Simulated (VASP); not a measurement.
A run of VASP 6.6.1:

The input INCAR:

```
PREC = Accurate
ENCUT = 600
EDIFF = 1E-6
ISMEAR = -1
SIGMA = 0.1
LREAL = F
LASPH = T
NELM = 100
ALGO = Normal
ISIF = 3
LWAVE = F
LCHARG = F
GGA = PE
IBRION = 2
NSW = 32
EDIFFG = -0.005
PSTRESS = -17.0
```

KPOINTS

```
regular mesh
0
Gamma
  15 15 15
```

The input POSCAR:

```
Hf
1.0
    0.0000000000      2.2564524512      2.2564524512
    2.2564524512      0.0000000000      2.2564524512
    2.2564524512      2.2564524512      0.0000000000
Hf
1
Direct
    0.0000000000      0.0000000000      0.0000000000
```

Potentials or basis: VASP PAW PBE potentials, release 64 (Hf_pv).

Command:

```sh
$ cat potpaw_PBE.64/Hf_pv/POTCAR > POTCAR
$ mpirun -np 1 vasp_std > vasp.out
```

Hardware: 1 thread of Intel Xeon 8259CL, on a shared host.

Question: Estimate the wall time of this run.

Answer: Run time: 2.1 min on 1 thread of Intel Xeon 8259CL, on a shared host, peak memory 0.16 GiB. Counts: scf iterations 23, k points 120, ion steps 3.
